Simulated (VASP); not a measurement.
# Hf (Fm-3m) in VASP: notebook

Hf is run at these levels: PBEsol; tasks: single point.

Everything below comes from runs of VASP 6.6.1. Logs are shortened: lines on timing, memory, paths and dates and some standing lists are left out, and cuts for length are marked.

### 1 The cell of the first run

Symmetry: Fm-3m, No. 225, cubic system. Conventional cell: a = 4.365 Å, b = 4.365 Å, c = 4.365 Å, α = 90.00°, β = 90.00°, γ = 90.00°. Within 4.1 Å of Hf (site symmetry m-3m) lie 12 Hf at 3.09 Å.

### 2 Single point, PBEsol

Contents of INCAR:

```
SYSTEM = Hf
  ALGO = Normal
  EDIFF = 1E-6
  ENCUT = 520
  GGA = PS
  ISIF = 2
  ISMEAR = -1
  LASPH = .True.
  LCHARG = .False.
  LREAL = .False.
  LWAVE = .False.
  NBANDS = 11
  NELM = 100
  PREC = Accurate
  SIGMA = 0.1
```

Contents of KPOINTS:

```
k-points
0
Gamma
  11 11 11
  0 0 0
```

Contents of POSCAR:

```
Hf
1.0
    0.0000000000      2.1823656109      2.1823656109
    2.1823656109      0.0000000000      2.1823656109
    2.1823656109      2.1823656109      0.0000000000
Hf
1
Direct
    0.0000000000      0.0000000000      0.0000000000
```

Potentials or basis: VASP PAW PBE potentials, release 64 (Hf_pv).

Command:

```bash
> cat potpaw_PBE.64/Hf_pv/POTCAR > POTCAR
> mpirun -np 1 vasp_std > vasp.out
```

OUTCAR:

```text
SYSTEM = Hf
   EDIFF = 1E-6
   ENCUT = 520
   GGA = PS
   ISIF = 2
   ISMEAR = -1
   LASPH = .True.
   LREAL = .False.
   NELM = 100
   PREC = Accurate

 ion  position               nearest neighbor table
   1  0.000  0.000  0.000-

  LATTYP: Found a face centered cubic cell.
 ALAT       =     4.3647312218

  Lattice vectors:

 A1 = (   0.0000000000,   2.1823656109,   2.1823656109)
 A2 = (   2.1823656109,   0.0000000000,   2.1823656109)
 A3 = (   2.1823656109,   2.1823656109,   0.0000000000)

Analysis of symmetry for initial positions (statically):
=====================================================================
 Subroutine PRICEL returns:
 Original cell was already a primitive cell.

 Routine SETGRP: Setting up the symmetry group for a
 face centered cubic supercell.

 Subroutine GETGRP returns: Found 48 space group operations
 (whereof 48 operations were pure point group operations)
 out of a pool of 48 trial point group operations.

The static configuration has the point symmetry O_h .

Analysis of symmetry for dynamics (positions and initial velocities):
=====================================================================
 Subroutine PRICEL returns:
 Original cell was already a primitive cell.

 Routine SETGRP: Setting up the symmetry group for a
 face centered cubic supercell.

 Subroutine GETGRP returns: Found 48 space group operations
 (whereof 48 operations were pure point group operations)
 out of a pool of 48 trial point group operations.

The dynamic configuration has the point symmetry O_h .

 Subroutine INISYM returns: Found 48 space group operations
 (whereof 48 operations are pure point group operations),
 and found     1 'primitive' translations

----------------------------------------------------------------------------------------

                                     Primitive cell

  volume of cell :      20.7880

  direct lattice vectors                    reciprocal lattice vectors
     0.000000000  2.182365611  2.182365611    -0.229109182  0.229109182  0.229109182
     2.182365611  0.000000000  2.182365611     0.229109182 -0.229109182  0.229109182
     2.182365611  2.182365611  0.000000000     0.229109182  0.229109182 -0.229109182

  length of vectors
     3.086331045  3.086331045  3.086331045     0.396828744  0.396828744  0.396828744

  position of ions in fractional coordinates (direct lattice)
     0.000000000  0.000000000  0.000000000

  ion indices of the primitive-cell ions
   primitive index   ion index
                 1           1

----------------------------------------------------------------------------------------

 KPOINTS: k-points

Automatic generation of k-mesh.
 Grid dimensions read from file:
 generate k-points for:   11   11   11

 Generating k-lattice:

  Cartesian coordinates                     Fractional coordinates (reciprocal lattice)
    -0.020828107  0.020828107  0.020828107     0.090909091  0.000000000  0.000000000
     0.020828107 -0.020828107  0.020828107     0.000000000  0.090909091  0.000000000
     0.020828107  0.020828107 -0.020828107     0.000000000  0.000000000  0.090909091

  Length of vectors
     0.036075340  0.036075340  0.036075340

  Shift w.r.t. Gamma in fractional coordinates (k-lattice)
     0.000000000  0.000000000  0.000000000

 Subroutine IBZKPT returns following result:
 ===========================================

 Found     56 irreducible k-points:

 Following reciprocal coordinates:
            Coordinates               Weight
  0.000000  0.000000  0.000000      1.000000
  0.090909  0.000000  0.000000      8.000000
  0.181818  0.000000  0.000000      8.000000
  0.272727  0.000000  0.000000      8.000000
  0.363636  0.000000  0.000000      8.000000
  0.454545  0.000000  0.000000      8.000000
[... 16 lines left out ...]
 -0.272727  0.181818  0.000000     24.000000
 -0.181818  0.181818  0.000000     12.000000
 [... further k-points ...]
   k-points           NKPTS =     56   k-points in BZ     NKDIM =     56   number of bands    NBANDS=     11
   number of dos      NEDOS =    301   number of ions     NIONS =      1
   total plane-waves  NPLWV =  13824
   dimension x,y,z NGX =    24 NGY =   24 NGZ =   24
   dimension x,y,z NGXF=    48 NGYF=   48 NGZF=   48
   ions per type =               1
   NGX,Y,Z   is equivalent  to a cutoff of  12.93, 12.93, 12.93 a.u.
   NGXF,Y,Z  is equivalent  to a cutoff of  25.86, 25.86, 25.86 a.u.
 SYSTEM =  Hf
   PREC   = accura    normal or accurate (medium, high low for compatibility)
   ISTART =      0    job   : 0-new  1-cont  2-samecut
   ICHARG =      2    charge: 1-file 2-atom 10-const
   ISPIN  =      1    spin polarized calculation?
   LNONCOLLINEAR =      F non collinear calculations
   LSORBIT =      F    spin-orbit coupling
   LASPH  =      T    aspherical Exc in radial PAW
   ENCUT  =  520.0 eV  38.22 Ry    6.18 a.u.   5.74  5.74  5.74*2*pi/ulx,y,z
   NELM   =    100;   NELMIN=  2; NELMDL= -5     # of ELM steps
   EDIFF  = 0.1E-05   stopping-criterion for ELM
   LREAL  =      F    real-space projection
   EDIFFG = 0.1E-04   stopping-criterion for IOM
   NSW    =      0    number of steps for IOM
   IBRION =     -1    ionic relax: 0-MD 1-quasi-New 2-CG
   NFREE  =      0    steps in history (QN), initial steepest desc. (CG)
   ISIF   =      2    stress and relaxation
   ISYM   =      2    0-nonsym 1-usesym 2-fastsym
   POTIM  = 0.5000    time-step for ionic-motion
   TEBEG  =    0.0;   TEEND  =   0.0 temperature during run
   PSTRESS=    0.0 pullay stress
   NELECT =      10.0000    total number of electrons
   NUPDOWN=      -1.0000    fix difference up-down
   EMIN   =  10.00;   EMAX   =-10.00  energy-range for DOS
   EFERMI =   0.00;   METHOD = LEGACY
   ISMEAR =    -1;   SIGMA  =   0.10  broadening in eV -4-tet -1-fermi 0-gaus
   EFERMI_NEDOS =   21; number of points for ismear=-14 and -15
   IALGO  =     38    algorithm
   IMIX   =      4    mixing-type and parameters
     AMIX     =   0.40;   BMIX     =  1.00
     AMIX_MAG =   1.60;   BMIX_MAG =  1.00
  volume/ion in A,a.u.               =      20.79       140.28
  Fermi-wavevector in a.u.,A,eV,Ry     =   1.282736  2.424020 22.387189  1.645412
  Thomas-Fermi vector in A             =   2.415030
   LORBIT       =      0    0 simple, 1 ext, 2 COOP (PROOUT), +10 PAW based schemes
   GGA     = PS    functional components
   LHFCALC =     F    Hartree Fock is set to
   AEXX    =    0.0000 exact exchange contribution
   IVDW    =     0    specifies the selected vdW correction
   LEPSILON=     F    determine dielectric tensor
   LRPA    =     F    only Hartree local field effects (RPA)
 non-spin polarized calculation
  energy-cutoff  :      520.00
  volume of cell :       20.79
 maximum number of plane-waves:       568
   NGX = 11   NGY = 11   NGZ = 11

 number of electron      10.0000001 magnetization

 Free energy of the ion-electron system (eV)
  ---------------------------------------------------
  ext. energy  EPLUGINS =         0.00000000
  ---------------------------------------------------
  free energy    TOTEN  =       -10.45229767 eV

  energy without entropy =      -10.41267076  energy(sigma->0) =      -10.43248421

 E-fermi :   5.1083     XC(G=0): -11.7323

 val. band max:        5.0422084007   @ k =  -0.2727   0.4545   0.1818
 cond. band min:       5.1250683858   @ k =   0.2727   0.0000   0.0000
 fundamental gap:      0.0828599851
 Fermi energy:         5.1082742935

 k-point     1 :       0.0000    0.0000    0.0000
  band No.  band energies     occupation
      1     -24.5878      2.00000
      2     -24.5878      2.00000
      3     -24.5878      2.00000
      4      -2.3646      2.00000
      5       6.5190      0.00000
      6       6.5190      0.00000
      7       6.5190      0.00000
      8       9.5763      0.00000
      9       9.5763      0.00000
     10      16.7185      0.00000
     11      18.4063      0.00000

 k-point     2 :       0.0909    0.0000    0.0000
  band No.  band energies     occupation
      1     -24.6774      2.00000
      2     -24.5989      2.00000
      3     -24.5989      2.00000
      4      -2.0507      2.00000
      5       6.2102      0.00003
      6       6.6652      0.00000
      7       6.6652      0.00000
      8       9.4139      0.00000
      9       9.4139      0.00000
     10      17.3994      0.00000
     11      18.4045      0.00000

 k-point     3 :       0.1818    0.0000    0.0000
  band No.  band energies     occupation
      1     -24.9114      2.00000
      2     -24.6284      2.00000
      3     -24.6284      2.00000
      4      -1.1922      2.00000
      5       5.5740      0.01881
      6       6.9204      0.00000
      7       6.9204      0.00000
      8       9.2546      0.00000
      9       9.2546      0.00000
     10      17.8297      0.00000
     11      18.4116      0.00000

 k-point     4 :       0.2727    0.0000    0.0000
  band No.  band energies     occupation
      1     -25.2054      2.00000
      2     -24.6667      2.00000
      3     -24.6667      2.00000
      4      -0.0647      2.00000
      5       5.1251      0.91623
      6       6.8393      0.00000
      7       6.8393      0.00000
      8       9.7580      0.00000
      9       9.7580      0.00000
     10      16.5476      0.00000
     11      18.4066      0.00000
[... 239 lines left out ...]
 k-point    22 :      -0.3636    0.1818    0.0000
  band No.  band energies     occupation
      1     -25.4823      2.00000
      2     -24.9568      2.00000
      3     -24.7494      2.00000
      4       2.2190      2.00000
      5       4.6834      1.97184
      6       5.5254      0.03041
      7       7.2044      0.00000
      8      10.5271      0.00000
      9      12.9552      0.00000
     10      15.5758      0.00000
     11      18.4212      0.00000

 k-point    23 :      -0.2727    0.1818    0.0000
  band No.  band energies     occupation
      1     -25.3468      2.00000
      2     -24.9245      2.00000
      3     -24.7013      2.00000
      4       1.5972      2.00000
      5       4.7344      1.95353
      6       5.5158      0.03341
      7       7.4252      0.00000
      8       9.1326      0.00000
      9      12.5233      0.00000
     10      17.1103      0.00000
     11      18.4293      0.00000

 k-point    24 :      -0.1818    0.1818    0.0000
  band No.  band energies     occupation
      1     -25.1777      2.00000
      2     -24.8322      2.00000
      3     -24.6564      2.00000
      4       0.4723      2.00000
      5       4.8232      1.89072
      6       6.2209      0.00003
      7       7.8733      0.00000
      8       7.9918      0.00000
      9      11.2651      0.00000
     10      18.1849      0.00000
     11      18.4763      0.00000

 [... further k-points ...]

------------------------ aborting loop because EDIFF is reached ----------------------------------------

  FORCE on cell =-STRESS in cart. coord.  units (eV):
  Direction    XX          YY          ZZ          XY          YZ          ZX
  --------------------------------------------------------------------------------------
  -------------------------------------------------------------------------------------
  Total        0.5012462      0.5012462      0.5012462      0.0000000      0.0000000     -0.0000000
  in kB       38.6321773     38.6321773     38.6321773      0.0000000      0.0000000     -0.0000000
  external PRESSURE =      38.6321773 kB  Pullay stress =       0.0000000 kB

 VOLUME and BASIS-vectors are now :
 -----------------------------------------------------------------------------
  energy-cutoff  :      520.00
  volume of cell :       20.79
      direct lattice vectors                 reciprocal lattice vectors
     0.000000000  2.182365611  2.182365611    -0.229109182  0.229109182  0.229109182
     2.182365611  0.000000000  2.182365611     0.229109182 -0.229109182  0.229109182
     2.182365611  2.182365611  0.000000000     0.229109182  0.229109182 -0.229109182

 POSITION                                       TOTAL-FORCE (eV/Angst)
 -----------------------------------------------------------------------------------
      0.00000      0.00000      0.00000        -0.000000     -0.000000     -0.000000
 -----------------------------------------------------------------------------------
    total drift:                               -0.000000      0.000000     -0.000000

  FREE ENERGIE OF THE ION-ELECTRON SYSTEM (eV)
  ---------------------------------------------------
  free  energy   TOTEN  =       -10.4522976650 eV

  energy  without entropy=      -10.4126707627  energy(sigma->0) =      -10.43248421
```

It took 21 s on 1 thread of Intel Xeon 8259CL, shared host; peak memory 0.11 GiB.

Results:

```yaml
Free_energy: -10.4523 eV
Pressure: 3.9 GPa
Band_gap_on_the_k_mesh: zero (band 5 reaches 6.52 eV, above the bottom of band 6 at 4.73 eV)
```

Levels at points of the mesh, in eV from the Fermi level:
| k point | band 2 | band 3 | band 4 | band 5 | band 6 | band 7 | band 8 | band 9 |
| --- | --- | --- | --- | --- | --- | --- | --- | --- |
| (0.00, 0.00, 0.00) | -29.70 | -29.70 | -7.47 | 1.41 | 1.41 | 1.41 | 4.47 | 4.47 |

Caveat: the PAW data sets were made with another functional, which shifts forces and pressure a little; spin-orbit coupling is left out, which moves the levels of the heavy elements.

### 3 Single point, PBEsol

This run uses another cell than the first one, of 21.34 Å³/atom, 1.026 times its volume.

Contents of INCAR:

```
ALGO     = Normal         # electronic algorithm
EDIFF    = 1E-6           # SCF threshold, eV
ENCUT    = 520            # plane-wave cutoff, eV
GGA      = PS             # functional
ISIF     = 2              # what is computed and relaxed
ISMEAR   = -1             # smearing method
LASPH    = T              # aspherical terms in the spheres
LCHARG   = T              # write CHGCAR
LELF     = T              # ELF
LREAL    = F              # projectors in reciprocal space
LVHAR    = T            
LWAVE    = F              # write WAVECAR
NBANDS   = 11             # bands
NELM     = 60             # most SCF steps
PREC     = Accurate       # precision mode
SIGMA    = 0.1            # smearing width, eV
```

Contents of KPOINTS:

```
k-points
0
Gamma
  11 11 11
```

Contents of POSCAR:

```
Hf
1.0
    0.0000000000      2.2013436558      2.2013436558
    2.2013436558      0.0000000000      2.2013436558
    2.2013436558      2.2013436558      0.0000000000
Hf
1
Direct
    0.0000000000      0.0000000000      0.0000000000
```

Potentials or basis: VASP PAW PBE potentials, release 64 (Hf_pv).

Command:

```bash
> cat potpaw_PBE.64/Hf_pv/POTCAR > POTCAR
> mpirun -np 1 vasp_std > vasp.out
```

It took 24 s on 1 thread of Intel Xeon 8259CL, shared host; peak memory 0.11 GiB.

Results (log left out):

```yaml
Free_energy: -10.4603 eV
Pressure: 0.8 GPa
Band_gap_on_the_k_mesh: zero (band 5 reaches 6.32 eV, above the bottom of band 6 at 4.56 eV)
```

Levels at points of the mesh, in eV from the Fermi level:
```tsv
k point	band 1	band 2	band 3	band 4	band 5	band 6	band 7	band 8	band 9	band 10
(0.00, 0.00, 0.00)	-29.79	-29.79	-29.79	-7.39	1.40	1.40	1.40	4.36	4.36	11.52
```

Caveat: the PAW data sets were made with another functional, which shifts forces and pressure a little; spin-orbit coupling is left out, which moves the levels of the heavy elements.

### 4 Single point, PBEsol

This run uses another cell than the first one, of 22.43 Å³/atom, 1.079 times its volume.

Contents of INCAR:

```
  PREC = Accurate
  ENCUT = 520
  EDIFF = 1E-7
  ISMEAR = -1
  SIGMA = 0.1
  LREAL = False
  LASPH = True
  NELM = 60
  ALGO = Normal
  ISIF = 2
  LWAVE = False
  LCHARG = False
  GGA = PS
  NBANDS = 11
```

Contents of KPOINTS:

```
regular mesh
0
Gamma
  11 11 11
```

Contents of POSCAR:

```
Hf
1.0
    0.0000000000      2.2383479395      2.2383479395
    2.2383479395      0.0000000000      2.2383479395
    2.2383479395      2.2383479395      0.0000000000
Hf
1
Direct
    0.0000000000      0.0000000000      0.0000000000
```

Command:

```bash
> cat potpaw_PBE.64/Hf_pv/POTCAR > POTCAR
> mpirun -np 1 vasp_std > vasp.out
```

Run time: 18 s. Hardware: 1 thread of Intel Xeon 8259CL, shared host; peak memory 0.11 GiB.

Results (log left out):

```yaml
Free_energy: -10.4479 eV
Pressure: -4.3 GPa
Band_gap_on_the_k_mesh: zero (band 5 reaches 5.96 eV, above the bottom of band 6 at 4.25 eV)
```

Levels at points of the mesh, in eV from the Fermi level:
| k point | band 2 | band 3 | band 4 | band 5 | band 6 | band 7 | band 8 | band 9 |
| --- | --- | --- | --- | --- | --- | --- | --- | --- |
| (0.00, 0.00, 0.00) | -29.98 | -29.98 | -7.22 | 1.38 | 1.38 | 1.38 | 4.16 | 4.16 |

Caveat: the PAW data sets were made with another functional, which shifts forces and pressure a little; spin-orbit coupling is left out, which moves the levels of the heavy elements.

### 5 Overview

| cell | gap on the mesh (eV) | pressure (GPa) |
| --- | --- | --- |
| a = 3.086 Å, angles 60.0°, 1 atom | none | 3.9 |
| a = 3.113 Å, angles 60.0°, 1 atom | none | 0.8 |
| a = 3.166 Å, angles 60.0°, 1 atom | none | -4.3 |

Alike in all rows: task single point; level PBEsol; potentials or basis VASP PAW PBE potentials, release 64 (Hf_pv); no spin polarisation; k mesh 11 × 11 × 11; cutoff (eV) 520; smearing fermi-dirac 0.1 eV.

Caveats: the PAW data sets were made with another functional, which shifts forces and pressure a little; spin-orbit coupling is left out, which moves the levels of the heavy elements.

Absolute energies hang on the potentials; compare differences alone.
